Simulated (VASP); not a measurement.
# CdS in VASP: a series of runs, part 2 of 2

VASP 6.6.1. The steps go on from the part before.

### 3 Single point, PBE (epitaxial 111 strain -1.0%)

File INCAR:

```
PREC = Accurate
ENCUT = 520
EDIFF = 1E-6
ISMEAR = -1
SIGMA = 0.02
LREAL = False
LASPH = True
NELM = 60
ALGO = Normal
ISIF = 2
LWAVE = False
LCHARG = False
GGA = PE
NBANDS = 16
```

File KPOINTS:

```
regular mesh
0
Gamma
  8 8 8
```

File POSCAR:

```
CdS
1.0
    0.0373406315      2.9471633247      2.9471633247
    2.9471633247      0.0373406315      2.9471633247
    2.9471633247      2.9471633247      0.0373406315
Cd S
1 1
Direct
    0.0014428186      0.0014428186      0.0014428186
    0.2485571814      0.2485571814      0.2485571814
```

Potentials or basis: VASP PAW PBE potentials, release 64 (Cd, S).

The run is started by

```
$ cat potpaw_PBE.64/Cd/POTCAR potpaw_PBE.64/S/POTCAR > POTCAR
$ mpirun -np 1 vasp_std > vasp.out
```

OUTCAR:

```text
PREC = Accurate
   ENCUT = 520
   EDIFF = 1E-6
   ISMEAR = -1
   LREAL = False
   LASPH = True
   NELM = 60
   ISIF = 2
   GGA = PE

 ion  position               nearest neighbor table
   1  0.001  0.001  0.001-   2 2.54   2 2.54   2 2.54   2 2.54
   2  0.249  0.249  0.249-   1 2.54   1 2.54   1 2.54   1 2.54

  LATTYP: Found a trigonal (rhomboedric) cell.
 ALAT       =     4.1680856094
 COS(alpha) =     0.5126288785

  Lattice vectors:

 A1 = (   0.0373406315,   2.9471633247,   2.9471633247)
 A2 = (   2.9471633247,   0.0373406315,   2.9471633247)
 A3 = (   2.9471633247,   2.9471633247,   0.0373406315)

Analysis of symmetry for initial positions (statically):
=====================================================================
 Subroutine PRICEL returns:
 Original cell was already a primitive cell.

 Routine SETGRP: Setting up the symmetry group for a
 trigonal (rhombohedral) supercell.

 Subroutine GETGRP returns: Found  6 space group operations
 (whereof  6 operations were pure point group operations)
 out of a pool of 12 trial point group operations.

The static configuration has the point symmetry C_3v.

Analysis of symmetry for dynamics (positions and initial velocities):
=====================================================================
 Subroutine PRICEL returns:
 Original cell was already a primitive cell.

 Routine SETGRP: Setting up the symmetry group for a
 trigonal (rhombohedral) supercell.

 Subroutine GETGRP returns: Found  6 space group operations
 (whereof  6 operations were pure point group operations)
 out of a pool of 12 trial point group operations.

The dynamic configuration has the point symmetry C_3v.

 Subroutine INISYM returns: Found  6 space group operations
 (whereof  6 operations are pure point group operations),
 and found     1 'primitive' translations

----------------------------------------------------------------------------------------

                                     Primitive cell

  volume of cell :      50.2238

  direct lattice vectors                    reciprocal lattice vectors
     0.037340631  2.947163325  2.947163325    -0.172913479  0.170750072  0.170750072
     2.947163325  0.037340631  2.947163325     0.170750072 -0.172913479  0.170750072
     2.947163325  2.947163325  0.037340631     0.170750072  0.170750072 -0.172913479

  length of vectors
     4.168085609  4.168085609  4.168085609     0.297002097  0.297002097  0.297002097

  position of ions in fractional coordinates (direct lattice)
     0.001442819  0.001442819  0.001442819
     0.248557181  0.248557181  0.248557181

  ion indices of the primitive-cell ions
   primitive index   ion index
                 1           1
                 2           2

----------------------------------------------------------------------------------------

 KPOINTS: regular mesh

Automatic generation of k-mesh.
 Grid dimensions read from file:
 generate k-points for:    8    8    8

 Generating k-lattice:

  Cartesian coordinates                     Fractional coordinates (reciprocal lattice)
    -0.021614185  0.021343759  0.021343759     0.125000000  0.000000000  0.000000000
     0.021343759 -0.021614185  0.021343759     0.000000000  0.125000000  0.000000000
     0.021343759  0.021343759 -0.021614185     0.000000000  0.000000000  0.125000000

  Length of vectors
     0.037125262  0.037125262  0.037125262

  Shift w.r.t. Gamma in fractional coordinates (k-lattice)
     0.000000000  0.000000000  0.000000000

 Subroutine IBZKPT returns following result:
 ===========================================

 Found     65 irreducible k-points:

 Following reciprocal coordinates:
            Coordinates               Weight
  0.000000  0.000000  0.000000      1.000000
  0.125000  0.000000 -0.000000      6.000000
  0.250000  0.000000 -0.000000      6.000000
  0.375000  0.000000 -0.000000      6.000000
  0.500000  0.000000 -0.000000      3.000000
  0.125000  0.125000 -0.000000      6.000000
[... 16 lines left out ...]
  0.250000  0.125000  0.125000      6.000000
  0.375000  0.125000  0.125000      6.000000
 [... further k-points ...]
   k-points           NKPTS =     65   k-points in BZ     NKDIM =     65   number of bands    NBANDS=     16
   number of dos      NEDOS =    301   number of ions     NIONS =      2
   total plane-waves  NPLWV =  32768
   dimension x,y,z NGX =    32 NGY =   32 NGZ =   32
   dimension x,y,z NGXF=    64 NGYF=   64 NGZF=   64
   ions per type =               1   1
   NGX,Y,Z   is equivalent  to a cutoff of  12.76, 12.76, 12.76 a.u.
   NGXF,Y,Z  is equivalent  to a cutoff of  25.53, 25.53, 25.53 a.u.
 SYSTEM =  unknown system
   PREC   = accura    normal or accurate (medium, high low for compatibility)
   ISTART =      0    job   : 0-new  1-cont  2-samecut
   ICHARG =      2    charge: 1-file 2-atom 10-const
   ISPIN  =      1    spin polarized calculation?
   LNONCOLLINEAR =      F non collinear calculations
   LSORBIT =      F    spin-orbit coupling
   LASPH  =      T    aspherical Exc in radial PAW
   ENCUT  =  520.0 eV  38.22 Ry    6.18 a.u.   7.75  7.75  7.75*2*pi/ulx,y,z
   NELM   =     60;   NELMIN=  2; NELMDL= -5     # of ELM steps
   EDIFF  = 0.1E-05   stopping-criterion for ELM
   LREAL  =      F    real-space projection
   EDIFFG = 0.1E-04   stopping-criterion for IOM
   NSW    =      0    number of steps for IOM
   IBRION =     -1    ionic relax: 0-MD 1-quasi-New 2-CG
   NFREE  =      0    steps in history (QN), initial steepest desc. (CG)
   ISIF   =      2    stress and relaxation
   ISYM   =      2    0-nonsym 1-usesym 2-fastsym
   POTIM  = 0.5000    time-step for ionic-motion
   TEBEG  =    0.0;   TEEND  =   0.0 temperature during run
   PSTRESS=    0.0 pullay stress
   NELECT =      18.0000    total number of electrons
   NUPDOWN=      -1.0000    fix difference up-down
   EMIN   =  10.00;   EMAX   =-10.00  energy-range for DOS
   EFERMI =   0.00;   METHOD = LEGACY
   ISMEAR =    -1;   SIGMA  =   0.02  broadening in eV -4-tet -1-fermi 0-gaus
   EFERMI_NEDOS =   21; number of points for ismear=-14 and -15
   IALGO  =     38    algorithm
   IMIX   =      4    mixing-type and parameters
     AMIX     =   0.40;   BMIX     =  1.00
     AMIX_MAG =   1.60;   BMIX_MAG =  1.00
  volume/ion in A,a.u.               =      25.11       169.46
  Fermi-wavevector in a.u.,A,eV,Ry     =   1.162864  2.197495 18.398526  1.352253
  Thomas-Fermi vector in A             =   2.299421
   LORBIT       =      0    0 simple, 1 ext, 2 COOP (PROOUT), +10 PAW based schemes
   GGA     = PE    functional components
   LHFCALC =     F    Hartree Fock is set to
   AEXX    =    0.0000 exact exchange contribution
   IVDW    =     0    specifies the selected vdW correction
   LEPSILON=     F    determine dielectric tensor
   LRPA    =     F    only Hartree local field effects (RPA)
 non-spin polarized calculation
  energy-cutoff  :      520.00
  volume of cell :       50.22
 maximum number of plane-waves:      1375
   NGX = 15   NGY = 15   NGZ = 15

 number of electron      18.0000004 magnetization

 Free energy of the ion-electron system (eV)
  ---------------------------------------------------
  ext. energy  EPLUGINS =         0.00000000
  ---------------------------------------------------
  free energy    TOTEN  =        -6.13013833 eV

  energy without entropy =       -6.13013833  energy(sigma->0) =       -6.13013833

 E-fermi :   1.6695     XC(G=0):  -9.0933

 val. band max:        1.2352975729   @ k =   0.0000   0.0000   0.0000
 cond. band min:       2.3285058252   @ k =   0.0000   0.0000   0.0000
 fundamental gap:      1.0932082523
 Fermi energy:         1.6694592785

 k-point     1 :       0.0000    0.0000    0.0000
  band No.  band energies     occupation
      1     -11.0838      2.00000
      2      -6.4829      2.00000
      3      -6.4690      2.00000
      4      -6.4690      2.00000
      5      -6.0112      2.00000
      6      -6.0112      2.00000
[... 8 lines left out ...]
     15      12.6723      0.00000
     16      12.6723      0.00000
[... 419 lines left out ...]
 k-point    24 :       0.3750    0.1250    0.1250
  band No.  band energies     occupation
      1     -10.7886      2.00000
      2      -6.3740      2.00000
      3      -6.3640      2.00000
      4      -6.1105      2.00000
      5      -6.0202      2.00000
      6      -5.9637      2.00000
[... 8 lines left out ...]
     15      12.6962      0.00000
     16      13.5034      0.00000

 [... further k-points ...]

------------------------ aborting loop because EDIFF is reached ----------------------------------------

  FORCE on cell =-STRESS in cart. coord.  units (eV):
  Direction    XX          YY          ZZ          XY          YZ          ZX
  --------------------------------------------------------------------------------------
  -------------------------------------------------------------------------------------
  Total        0.7481605      0.7481605      0.7481605     -0.0985584     -0.0985584     -0.0985584
  in kB       23.8668735     23.8668735     23.8668735     -3.1440855     -3.1440855     -3.1440855
  external PRESSURE =      23.8668735 kB  Pullay stress =       0.0000000 kB

 VOLUME and BASIS-vectors are now :
 -----------------------------------------------------------------------------
  energy-cutoff  :      520.00
  volume of cell :       50.22
      direct lattice vectors                 reciprocal lattice vectors
     0.037340631  2.947163325  2.947163325    -0.172913479  0.170750072  0.170750072
     2.947163325  0.037340631  2.947163325     0.170750072 -0.172913479  0.170750072
     2.947163325  2.947163325  0.037340631     0.170750072  0.170750072 -0.172913479

 POSITION                                       TOTAL-FORCE (eV/Angst)
 -----------------------------------------------------------------------------------
      0.00856      0.00856      0.00856        -0.000455     -0.000455     -0.000455
      1.47436      1.47436      1.47436         0.000455      0.000455      0.000455
 -----------------------------------------------------------------------------------
    total drift:                               -0.000051     -0.000051     -0.000051

  FREE ENERGIE OF THE ION-ELECTRON SYSTEM (eV)
  ---------------------------------------------------
  free  energy   TOTEN  =        -6.1301383313 eV

  energy  without entropy=       -6.1301383313  energy(sigma->0) =       -6.13013833
```

OSZICAR:

```text
N       E                     dE             d eps       ncg     rms          rms(c)
DAV:   1     0.109302937919E+03    0.10930E+03   -0.89939E+03  2112   0.102E+03
DAV:   2    -0.245648299306E+01   -0.11176E+03   -0.10570E+03  2592   0.253E+02
DAV:   3    -0.665007670108E+01   -0.41936E+01   -0.41852E+01  2616   0.511E+01
DAV:   4    -0.667653972383E+01   -0.26463E-01   -0.26461E-01  2600   0.393E+00
DAV:   5    -0.667689975254E+01   -0.36003E-03   -0.36003E-03  2568   0.436E-01    0.790E+00
DAV:   6    -0.614873019659E+01    0.52817E+00   -0.84364E-01  3176   0.115E+01    0.638E+00
DAV:   7    -0.612973860810E+01    0.18992E-01   -0.19510E-01  2680   0.302E+00    0.311E+00
DAV:   8    -0.613000623702E+01   -0.26763E-03   -0.17746E-02  2440   0.168E+00    0.300E-01
DAV:   9    -0.612993583558E+01    0.70401E-04   -0.20637E-03  2560   0.667E-01    0.583E-02
DAV:  10    -0.613006120489E+01   -0.12537E-03   -0.24403E-04  2616   0.158E-01    0.673E-02
DAV:  11    -0.613014548028E+01   -0.84275E-04   -0.13379E-04  2464   0.914E-02    0.232E-02
DAV:  12    -0.613013736368E+01    0.81166E-05   -0.24822E-05  2856   0.642E-02    0.101E-02
DAV:  13    -0.613013866478E+01   -0.13011E-05   -0.42134E-06  2448   0.121E-02    0.112E-02
DAV:  14    -0.613013833125E+01    0.33353E-06   -0.30738E-07  2024   0.331E-03
   1 F= -.61301383E+01 E0= -.61301383E+01  d E =-.136697E-11
```

stdout:

```text
POSCAR found type information on POSCAR CdS
 POSCAR found :  2 types and       2 ions
 scaLAPACK will be used
 LDA part: xc-table for (Slater+PW92), standard interpolation
 POSCAR, INCAR and KPOINTS ok, starting setup
 FFT: planning ... GRIDC
 FFT: planning ... GRID_SOFT
 FFT: planning ... GRID
 WAVECAR not read
 entering main loop
```

It took 73 s on 1 thread of AMD EPYC 7R13, shared host; peak memory 0.18 GiB.

What came out:

| Item | Value |
| --- | --- |
| Free energy | -6.1301 eV |
| Pressure | 2.4 GPa |
| Band gap on the k mesh | 1.09 eV, direct |

Stress tensor (GPa, compression positive):
```
 2.39 -0.31 -0.31
-0.31  2.39 -0.31
-0.31 -0.31  2.39
```

Caveat: the cell differs from its parent crystal (epitaxial 111 strain -1.0%).

### 4 Single point, PBE (strain along [111] +4.0%)

File INCAR:

```
  ALGO = Normal
  EDIFF = 1E-7
  ENCUT = 520
  GGA = PE
  ISIF = 2
  ISMEAR = -1
  LASPH = True
  LCHARG = True
  LELF = True
  LREAL = False
  LVHAR = True
  LWAVE = False
  NBANDS = 16
  NELM = 60
  PREC = Accurate
  SIGMA = 0.02
```

File KPOINTS:

```
k-points
0
Gamma
  8 8 8
```

File POSCAR:

```
CdS
1.0
    0.0783790624      3.0175939041      3.0175939041
    3.0175939041      0.0783790624      3.0175939041
    3.0175939041      3.0175939041      0.0783790624
Cd S
1 1
Direct
    0.0024257592      0.0024257592      0.0024257592
    0.2475742408      0.2475742408      0.2475742408
```

The run is started by

```
$ cat potpaw_PBE.64/Cd/POTCAR potpaw_PBE.64/S/POTCAR > POTCAR
$ mpirun -np 1 vasp_std > vasp.out
```

Run time: 78 s. Hardware: 1 thread of AMD EPYC 7R13, shared host; peak memory 0.18 GiB.

It converged, with:

* Free energy: -6.1378 eV
* Pressure: -0.5 GPa
* Largest force: 0.006 eV/Å
* Band gap on the k mesh: 0.94 eV, direct

Forces on the atoms (eV/Å):
```
Cd   0.003  0.003  0.003
S   -0.003 -0.003 -0.003
```

Stress tensor (GPa, compression positive):
```
-0.52 -0.71 -0.71
-0.71 -0.52 -0.71
-0.71 -0.71 -0.52
```

Levels at points of the mesh, in eV from the valence-band top:
| k point | band 6 | band 7 | band 8 | band 9 | band 10 | band 11 | band 12 | band 13 |
| --- | --- | --- | --- | --- | --- | --- | --- | --- |
| (0.00, 0.00, 0.00) | -7.18 | -0.16 | 0.00 | 0.00 | 0.94 | 6.23 | 6.66 | 6.66 |
| (0.50, 0.00, 0.00) | -6.84 | -4.05 | -0.82 | -0.67 | 2.78 | 6.84 | 6.91 | 7.30 |
| (0.50, 0.50, 0.00) | -6.79 | -3.73 | -1.81 | -1.61 | 3.54 | 4.27 | 8.87 | 10.36 |
| (0.50, 0.50, 0.50) | -6.90 | -4.17 | -0.62 | -0.62 | 3.09 | 7.05 | 7.16 | 7.16 |

Caveat: the cell differs from its parent crystal (strain along [111] +4.0%).

### 5 The runs side by side

| cell | gap on the mesh (eV) | pressure (GPa) |
| --- | --- | --- |
| a = 4.157, b = 4.262, c = 4.262 Å, angles 58.4, 60.8, 60.8°, 2 atoms | 0.93 | -1.0 |
| a = 4.168 Å, angles 59.2°, 2 atoms | 1.09 | 2.4 |
| a = 4.268 Å, angles 58.3°, 2 atoms | 0.94 | -0.5 |

Alike in all rows: task single point; level PBE; potentials or basis VASP PAW PBE potentials, release 64 (Cd, S); no spin polarisation; k mesh 8 × 8 × 8; cutoff (eV) 520; smearing fermi-dirac 0.02 eV.

Absolute energies hang on the potentials; compare differences alone.
